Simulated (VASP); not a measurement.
Wanted: the native input for a VASP 6.6.1 run.

```yaml
Task: relaxation of cell and atoms
Functional: PBE
Potentials_or_basis: VASP PAW PBE potentials, release 64 (Ho_3, Al, Br), 4f in core
Cutoff: 500 eV
k_mesh: 6 × 6 × 6
Occupations: gaussian, width 0.1 eV
Spin: no spin polarisation
Dipole_correction: no
Further_INCAR_settings: ALGO = Normal; EDIFF = 1e-07; IBRION = 2; EDIFFG = -0.04; NSW = 90; ISIF = 3
```

The structure of HoAl3Br lies in POSCAR:

```
HoAl3Br
1.0
    2.5983608800      1.5001643600      4.3227600000
   -2.5983608800      1.5001643600      4.3227600000
    0.0000000000     -3.0003287100      4.3227600000
Ho Al Br
1 3 1
Direct
    0.5000000000      0.5000000000      0.5000000000
    0.0000000000      0.0000000000      0.5000000000
    0.5000000000      0.0000000000      0.0000000000
    0.0000000000      0.5000000000      0.0000000000
    0.0000000000      0.0000000000      0.0000000000
```

The cell was generated, and may not be a known phase.

The input as run:

INCAR

```
  PREC = Accurate
  ENCUT = 500
  EDIFF = 1E-7
  ISMEAR = 0
  SIGMA = 0.1
  LREAL = F
  LASPH = T
  NELM = 200
  ALGO = Normal
  ISIF = 3
  LWAVE = F
  LCHARG = F
  GGA = PE
  IBRION = 2
  NSW = 90
  EDIFFG = -0.04
  GGA_COMPAT = F
  NELMIN = 4
  LMAXMIX = 6
```

KPOINTS

```
Automatic mesh
0
Gamma
  6 6 6
```

Potentials or basis: VASP PAW PBE potentials, release 64 (Ho_3, Al, Br), 4f in core.

Launch:

```console
$ cat potpaw_PBE.64/Ho_3/POTCAR potpaw_PBE.64/Al/POTCAR potpaw_PBE.64/Br/POTCAR > POTCAR
$ mpirun -np 1 vasp_std > vasp.out
```

Results of the run:

The relaxed volume is 30.67 Å³/atom, the relaxed cell is a = 6.092 Å, b = 6.092 Å, c = 6.092 Å, α = 58.22°, β = 58.22°, γ = 58.22° and the space group after relaxing (to 0.1 Å) is R-3m (No. 166). The energy gained by relaxing is 711.9 meV/atom. The ionic steps are 7, the pressure after relaxing is 0.0 GPa and the band gap on the k mesh is zero (an odd number of electrons rules out a gap without spin polarisation).

Caveat: the volume moved by over 15 % at a fixed basis, so the end points are rough; spin-orbit coupling is left out, which moves the levels of the heavy elements; the 4f electrons are frozen in the core, so they carry no moment and show no levels; the run has no spin polarisation, though such a crystal can be magnetic.

It took 3.4 min on 1 thread of Intel(R) Xeon(R) 6975P-C (Granite Rapids), on a shared host, peak memory 0.29 GiB.
